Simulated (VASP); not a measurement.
# Co (Pm-3m) in VASP: further runs

Runs on Co. Level: PBE. Tasks: density of states.

Everything below comes from runs of VASP 6.6.1. Logs are shortened: lines on timing, memory, paths and dates and some standing lists are left out, and cuts for length are marked.

### 1 The cell of the first run

Symmetry: Pm-3m, No. 221, cubic system. The conventional cell has a = 1.793 Å, b = 1.793 Å, c = 1.793 Å, α = 90.00°, β = 90.00°, γ = 90.00°. Co (site symmetry m-3m) has 6 Co at 1.79 Å within 2.4 Å.

### 2 Density of states, PBE, collinear spin, ferromagnetic start (volume scaled by 0.45)

POSCAR reads:

```
Co
1.0
    1.7932896884      0.0000000000      0.0000000000
    0.0000000000      1.7932896884      0.0000000000
    0.0000000000      0.0000000000      1.7932896884
Co
1
Direct
    0.0000000000      0.0000000000      0.0000000000
```

INCAR.step1 reads:

```
PREC = Accurate
ENCUT = 520
EDIFF = 1E-7
ISMEAR = -1
SIGMA = 0.05
LREAL = False
LASPH = True
NELM = 150
ALGO = Normal
ISIF = 2
LWAVE = False
LCHARG = True
ISPIN = 2
MAGMOM = 1.7
LMAXMIX = 4
GGA = PE
NBANDS = 14
```

KPOINTS.step1 reads:

```
Automatic mesh
0
Gamma
  17 17 17
```

INCAR.step2 reads:

```
PREC = Accurate
ENCUT = 520
EDIFF = 1E-7
ISMEAR = -5
SIGMA = 0.05
LREAL = False
LASPH = True
NELM = 150
ALGO = Normal
ISIF = 2
LWAVE = False
LCHARG = False
ISPIN = 2
MAGMOM = 1.7
LORBIT = 11
LMAXMIX = 4
GGA = PE
NEDOS = 2001
ICHARG = 11
```

KPOINTS.step2 reads:

```
Automatic mesh
0
Gamma
  26 26 26
```

Potentials or basis: VASP PAW PBE potentials, release 64 (Co).

On the command line:

```console
$ cat potpaw_PBE.64/Co/POTCAR > POTCAR
$ cp INCAR.step1 INCAR
$ cp KPOINTS.step1 KPOINTS
$ mpirun -np 1 vasp_std > vasp.out
$ cp INCAR.step2 INCAR
$ cp KPOINTS.step2 KPOINTS
$ mpirun -np 1 vasp_std > vasp.out
```

OUTCAR:

```text
PREC = Accurate
   ENCUT = 520
   EDIFF = 1E-7
   ISMEAR = -5
   LREAL = False
   LASPH = True
   NELM = 150
   ISIF = 2
   ISPIN = 2
   LORBIT = 11
   GGA = PE
   ICHARG = 11

 ion  position               nearest neighbor table
   1  0.000  0.000  0.000-

  LATTYP: Found a simple cubic cell.
 ALAT       =     1.7932896884

  Lattice vectors:

 A1 = (   1.7932896884,   0.0000000000,   0.0000000000)
 A2 = (   0.0000000000,   1.7932896884,   0.0000000000)
 A3 = (   0.0000000000,   0.0000000000,   1.7932896884)

Analysis of symmetry for initial positions (statically):
=====================================================================
 Subroutine PRICEL returns:
 Original cell was already a primitive cell.

 Routine SETGRP: Setting up the symmetry group for a
 simple cubic supercell.

 Subroutine GETGRP returns: Found 48 space group operations
 (whereof 48 operations were pure point group operations)
 out of a pool of 48 trial point group operations.

The static configuration has the point symmetry O_h .

Analysis of symmetry for dynamics (positions and initial velocities):
=====================================================================
 Subroutine PRICEL returns:
 Original cell was already a primitive cell.

 Routine SETGRP: Setting up the symmetry group for a
 simple cubic supercell.

 Subroutine GETGRP returns: Found 48 space group operations
 (whereof 48 operations were pure point group operations)
 out of a pool of 48 trial point group operations.

The dynamic configuration has the point symmetry O_h .

Analysis of structural, dynamic, and magnetic symmetry:
=====================================================================
 Subroutine PRICEL returns:
 Original cell was already a primitive cell.

 Routine SETGRP: Setting up the symmetry group for a
 simple cubic supercell.

 Subroutine GETGRP returns: Found 48 space group operations
 (whereof 48 operations were pure point group operations)
 out of a pool of 48 trial point group operations.

The overall configuration has the point symmetry O_h .

 Subroutine INISYM returns: Found 48 space group operations
 (whereof 48 operations are pure point group operations),
 and found     1 'primitive' translations

----------------------------------------------------------------------------------------

                                     Primitive cell

  volume of cell :       5.7670

[... 110 lines left out ...]
  Fermi-wavevector in a.u.,A,eV,Ry     =   1.898914  3.588426 49.060881  3.605873
  Thomas-Fermi vector in A             =   2.938370
   LORBIT       =     11    0 simple, 1 ext, 2 COOP (PROOUT), +10 PAW based schemes
   GGA     = PE    functional components
   LHFCALC =     F    Hartree Fock is set to
   AEXX    =    0.0000 exact exchange contribution
   IVDW    =     0    specifies the selected vdW correction
   LEPSILON=     F    determine dielectric tensor
   LRPA    =     F    only Hartree local field effects (RPA)
 spin polarized calculation
 Fermi weights with tetrahedron method with Bloechl corrections
  energy-cutoff  :      520.00
  volume of cell :        5.77
 maximum number of plane-waves:       171
 NGX is ok and might be reduce to    14

 number of electron       9.0000013 magnetization      -0.0000143

 Free energy of the ion-electron system (eV)
  ---------------------------------------------------
  ext. energy  EPLUGINS =         0.00000000
  ---------------------------------------------------
  free energy    TOTEN  =         0.45654738 eV

  energy without entropy =        0.45654738  energy(sigma->0) =        0.45654738

 E-fermi :  24.0004     XC(G=0): -17.4270

 val. band max:       24.1974938661   @ k =   0.3462   0.3462   0.3462
 cond. band min:      23.9011277237   @ k =   0.3077   0.2308   0.0000
 fundamental gap:     -0.2963661424
 Fermi energy:        24.0004328065

 spin component 1

 k-point     1 :       0.0000    0.0000    0.0000
  band No.  band energies     occupation
      1      10.6115      1.00000
      2      14.3838      1.00000
      3      14.3838      1.00000
      4      25.3405      0.00000
      5      25.3405      0.00000
      6      25.3405      0.00000
      7      54.5722      0.00000
      8      54.5722      0.00000
      9      54.5722      0.00000
[... 265 lines left out ...]
 k-point    24 :       0.3846    0.0385    0.0000
  band No.  band energies     occupation
      1      15.5876      1.00000
      2      15.7944      1.00000
      3      19.7812      1.00000
      4      21.7918      1.00000
      5      22.1274      1.00000
      6      25.6057      0.00000
      7      37.4503      0.00000
      8      54.9053      0.00000
      9      61.2286      0.00000

 [... further k-points ...]

 spin component 2

 k-point     1 :       0.0000    0.0000    0.0000
  band No.  band energies     occupation
      1      10.6115      1.00000
      2      14.3838      1.00000
      3      14.3838      1.00000
      4      25.3405      0.00000
      5      25.3405      0.00000
      6      25.3405      0.00000
      7      54.5722      0.00000
      8      54.5722      0.00000
      9      54.5722      0.00000
[... 265 lines left out ...]
 k-point    24 :       0.3846    0.0385    0.0000
  band No.  band energies     occupation
      1      15.5876      1.00000
      2      15.7944      1.00000
      3      19.7812      1.00000
      4      21.7918      1.00000
      5      22.1274      1.00000
      6      25.6057      0.00000
      7      37.4503      0.00000
      8      54.9053      0.00000
      9      61.2221      0.00000

 [... further k-points ...]
[... 5 lines left out ...]
  --------------------------------------------------------------------------------------
  -------------------------------------------------------------------------------------
  Total       23.0788156     23.0788156     23.0788156      0.0000000      0.0000000     -0.0000000
  in kB     6411.6933921   6411.6933921   6411.6933921      0.0000000      0.0000000     -0.0000000
  external PRESSURE =    6411.6933921 kB  Pullay stress =       0.0000000 kB

 VOLUME and BASIS-vectors are now :
 -----------------------------------------------------------------------------
  energy-cutoff  :      520.00
  volume of cell :        5.77
      direct lattice vectors                 reciprocal lattice vectors
     1.793289688  0.000000000  0.000000000     0.557634389  0.000000000  0.000000000
     0.000000000  1.793289688  0.000000000     0.000000000  0.557634389  0.000000000
     0.000000000  0.000000000  1.793289688     0.000000000  0.000000000  0.557634389

 POSITION                                       TOTAL-FORCE (eV/Angst)
 -----------------------------------------------------------------------------------
      0.00000      0.00000      0.00000         0.000000      0.000000      0.000000
 -----------------------------------------------------------------------------------
    total drift:                               -0.000000      0.000000     -0.000000

  FREE ENERGIE OF THE ION-ELECTRON SYSTEM (eV)
  ---------------------------------------------------
  free  energy   TOTEN  =         0.4565473791 eV

  energy  without entropy=        0.4565473791  energy(sigma->0) =        0.45654738

 total charge

# of ion       s       p       d       tot
------------------------------------------
    1        0.889   1.165   8.534  10.589

 magnetization (x)

# of ion       s       p       d       tot
------------------------------------------
    1       -0.000  -0.000  -0.000  -0.000
```

OUTCAR.step1:

```text
PREC = Accurate
   ENCUT = 520
   EDIFF = 1E-7
   ISMEAR = -1
   LREAL = False
[... 1055 lines left out ...]

 POSITION                                       TOTAL-FORCE (eV/Angst)
 -----------------------------------------------------------------------------------
      0.00000      0.00000      0.00000         0.000000      0.000000      0.000000
 -----------------------------------------------------------------------------------
    total drift:                                0.000000      0.000000     -0.000000

  FREE ENERGIE OF THE ION-ELECTRON SYSTEM (eV)
  ---------------------------------------------------
  free  energy   TOTEN  =         0.4492044336 eV

  energy  without entropy=        0.4576910796  energy(sigma->0) =        0.45344776
```

Run time: 44 s. Hardware: 1 thread of AMD EPYC 7R13 (Zen 3), shared host; peak memory 0.15 GiB.

Results:

```yaml
Net_moment: 0.00 μB per cell
```

Caveat: the starting moments collapsed, and a magnetic state may lie lower; tetrahedron occupations give inexact forces and stress in metals.

### 3 Density of states, PBE, collinear spin, ferromagnetic start (volume scaled by 0.45)

POSCAR is that of step 2.

INCAR.step1 reads:

```
SYSTEM = Co
  ALGO = Normal
  EDIFF = 1E-6
  ENCUT = 520
  GGA = PE
  ISIF = 2
  ISMEAR = -1
  ISPIN = 2
  LASPH = .True.
  LCHARG = .True.
  LMAXMIX = 4
  LREAL = .False.
  LWAVE = .False.
  MAGMOM = 1.7
  NBANDS = 14
  NELM = 150
  PREC = Accurate
  SIGMA = 0.05
```

KPOINTS.step1 reads:

```
k-points
0
Gamma
  17 17 17
  0 0 0
```

INCAR.step2 reads:

```
SYSTEM = Co
  ALGO = Normal
  EDIFF = 1E-6
  ENCUT = 520
  GGA = PE
  ICHARG = 11
  ISIF = 2
  ISMEAR = -5
  ISPIN = 2
  LASPH = .True.
  LCHARG = .False.
  LMAXMIX = 4
  LORBIT = 10
  LREAL = .False.
  LWAVE = .False.
  MAGMOM = 1.7
  NEDOS = 2001
  NELM = 150
  PREC = Accurate
  SIGMA = 0.05
```

KPOINTS.step2 reads:

```
k-points
0
Gamma
  26 26 26
  0 0 0
```

Potentials or basis: VASP PAW PBE potentials, release 64 (Co).

On the command line:

```console
$ cat potpaw_PBE.64/Co/POTCAR > POTCAR
$ cp INCAR.step1 INCAR
$ cp KPOINTS.step1 KPOINTS
$ mpirun -np 1 vasp_std > vasp.out
$ cp INCAR.step2 INCAR
$ cp KPOINTS.step2 KPOINTS
$ mpirun -np 1 vasp_std > vasp.out
```

OUTCAR:

```text
SYSTEM = Co
   EDIFF = 1E-6
   ENCUT = 520
   GGA = PE
   ICHARG = 11
   ISIF = 2
   ISMEAR = -5
   ISPIN = 2
   LASPH = .True.
   LORBIT = 10
   LREAL = .False.
   NELM = 150
   PREC = Accurate

 ion  position               nearest neighbor table
   1  0.000  0.000  0.000-

  LATTYP: Found a simple cubic cell.
 ALAT       =     1.7932896884

  Lattice vectors:

[... 785 lines left out ...]
  FORCE on cell =-STRESS in cart. coord.  units (eV):
  Direction    XX          YY          ZZ          XY          YZ          ZX
  --------------------------------------------------------------------------------------
  -------------------------------------------------------------------------------------
  Total       23.0734797     23.0734797     23.0734797     -0.0000000      0.0000000      0.0000000
  in kB     6410.2109854   6410.2109854   6410.2109854     -0.0000000      0.0000000      0.0000000
  external PRESSURE =    6410.2109854 kB  Pullay stress =       0.0000000 kB

 VOLUME and BASIS-vectors are now :
 -----------------------------------------------------------------------------
  energy-cutoff  :      520.00
  volume of cell :        5.77
      direct lattice vectors                 reciprocal lattice vectors
     1.793289688  0.000000000  0.000000000     0.557634389  0.000000000  0.000000000
     0.000000000  1.793289688  0.000000000     0.000000000  0.557634389  0.000000000
     0.000000000  0.000000000  1.793289688     0.000000000  0.000000000  0.557634389

 POSITION                                       TOTAL-FORCE (eV/Angst)
 -----------------------------------------------------------------------------------
      0.00000      0.00000      0.00000         0.000000      0.000000      0.000000
 -----------------------------------------------------------------------------------
    total drift:                                0.000000      0.000000     -0.000000

  FREE ENERGIE OF THE ION-ELECTRON SYSTEM (eV)
  ---------------------------------------------------
  free  energy   TOTEN  =         0.4565472844 eV

  energy  without entropy=        0.4565472844  energy(sigma->0) =        0.45654728

 total charge

# of ion       s       p       d       tot
------------------------------------------
    1        0.889   1.165   8.534  10.589

 magnetization (x)

# of ion       s       p       d       tot
------------------------------------------
    1        0.000   0.000   0.000   0.000
```

OUTCAR.step1:

```text
SYSTEM = Co
   EDIFF = 1E-6
   ENCUT = 520
   GGA = PE
   ISIF = 2
   ISMEAR = -1
   ISPIN = 2
[... 1056 lines left out ...]
 -----------------------------------------------------------------------------------
      0.00000      0.00000      0.00000         0.000000      0.000000      0.000000
 -----------------------------------------------------------------------------------
    total drift:                                0.000000      0.000000     -0.000000

  FREE ENERGIE OF THE ION-ELECTRON SYSTEM (eV)
  ---------------------------------------------------
  free  energy   TOTEN  =         0.4492041013 eV

  energy  without entropy=        0.4576902196  energy(sigma->0) =        0.45344716
```

OSZICAR.step1:

```text
N       E                     dE             d eps       ncg     rms          rms(c)
DAV:   1     0.353873110281E+02    0.35387E+02   -0.35878E+03 10210   0.879E+02
DAV:   2     0.128031372998E+01   -0.34107E+02   -0.32066E+02 10200   0.166E+02
DAV:   3     0.346489433663E+00   -0.93382E+00   -0.93102E+00 11874   0.276E+01
DAV:   4     0.343394361141E+00   -0.30951E-02   -0.30949E-02 10362   0.153E+00
DAV:   5     0.343384684126E+00   -0.96770E-05   -0.96760E-05 11730   0.815E-02    0.308E+01
DAV:   6     0.324345015019E+00   -0.19040E-01   -0.87722E-02 11506   0.305E+00    0.185E+01
DAV:   7     0.433692450084E+00    0.10935E+00   -0.17025E-01 11874   0.495E+00    0.112E+01
DAV:   8     0.454314363043E+00    0.20622E-01   -0.12503E-02 12110   0.950E-01    0.186E+00
DAV:   9     0.450191957287E+00   -0.41224E-02   -0.77750E-03 11716   0.113E+00    0.348E-01
DAV:  10     0.449209824829E+00   -0.98213E-03   -0.78927E-04 12438   0.300E-01    0.133E-01
DAV:  11     0.449201403630E+00   -0.84212E-05   -0.44735E-05 10906   0.942E-02    0.469E-02
DAV:  12     0.449203808396E+00    0.24048E-05   -0.68538E-06 11958   0.275E-02    0.131E-02
DAV:  13     0.449204101332E+00    0.29294E-06   -0.82586E-07  8168   0.135E-02
   1 F= 0.44920410E+00 E0= 0.45344716E+00  d E =-.848612E-02  mag=     0.0004
```

Wall time 41 s (1 thread of AMD EPYC 7R13 (Zen 3), shared host); peak memory 0.15 GiB.

What came out:

* Net moment: 0.00 μB per cell

Caveat: the starting moments collapsed, and a magnetic state may lie lower; tetrahedron occupations give inexact forces and stress in metals.

### 4 Density of states, PBE, collinear spin, ferromagnetic start (volume scaled by 0.6)

POSCAR reads:

```
Co
1.0
    1.9737706957      0.0000000000      0.0000000000
    0.0000000000      1.9737706957      0.0000000000
    0.0000000000      0.0000000000      1.9737706957
Co
1
Direct
    0.0000000000      0.0000000000      0.0000000000
```

INCAR.step1 reads:

```
ALGO = Normal
EDIFF = 1E-6
ENCUT = 520
GGA = PE
ISIF = 2
ISMEAR = -1
ISPIN = 2
LASPH = True
LCHARG = True
LMAXMIX = 4
LREAL = False
LWAVE = False
MAGMOM = 1.7
NBANDS = 14
NELM = 150
PREC = Accurate
SIGMA = 0.05
```

KPOINTS.step1 reads:

```
k-points
0
Gamma
  17 17 17
```

INCAR.step2 reads:

```
ALGO = Normal
EDIFF = 1E-6
ENCUT = 520
GGA = PE
ICHARG = 11
ISIF = 2
ISMEAR = -5
ISPIN = 2
LASPH = True
LCHARG = False
LMAXMIX = 4
LORBIT = 11
LREAL = False
LWAVE = False
MAGMOM = 1.7
NBANDS = 14
NEDOS = 2001
NELM = 150
PREC = Accurate
SIGMA = 0.05
```

KPOINTS.step2 reads:

```
k-points
0
Gamma
  26 26 26
```

On the command line:

```console
$ cat potpaw_PBE.64/Co/POTCAR > POTCAR
$ cp INCAR.step1 INCAR
$ cp KPOINTS.step1 KPOINTS
$ mpirun -np 1 vasp_std > vasp.out
$ cp INCAR.step2 INCAR
$ cp KPOINTS.step2 KPOINTS
$ mpirun -np 1 vasp_std > vasp.out
```

Run time: 29 s. Hardware: 1 thread of Intel Xeon 6975P-C (Granite Rapids), shared host; peak memory 0.23 GiB.

Results (log left out):

```
Net moment : 0.01 μB per cell
```

Levels at points of the mesh, in eV from the Fermi level:
Spin up:
```csv
k point,band 2,band 3,band 4,band 5,band 6,band 7,band 8,band 9
"(0.00, 0.00, 0.00)",-6.57,-6.57,0.92,0.92,0.92,26.21,26.21,26.21
"(0.50, 0.00, 0.00)",-5.55,-2.38,-1.68,-1.68,1.15,8.33,28.11,34.53
"(0.50, 0.50, 0.00)",-4.39,-1.11,-1.11,2.59,7.48,7.48,15.38,21.25
"(0.50, 0.50, 0.50)",-6.26,-6.26,2.73,2.73,13.71,18.87,18.87,18.87
```
Spin down:
```tsv
k point	band 2	band 3	band 4	band 5	band 6	band 7	band 8	band 9
(0.00, 0.00, 0.00)	-6.57	-6.57	0.93	0.93	0.93	26.21	26.21	26.21
(0.50, 0.00, 0.00)	-5.54	-2.38	-1.66	-1.66	1.16	8.33	28.11	34.53
(0.50, 0.50, 0.00)	-4.38	-1.10	-1.10	2.59	7.49	7.49	15.38	21.26
(0.50, 0.50, 0.50)	-6.25	-6.25	2.74	2.74	13.71	18.88	18.88	18.88
```

Caveat: the starting moments collapsed, and a magnetic state may lie lower; tetrahedron occupations give inexact forces and stress in metals.
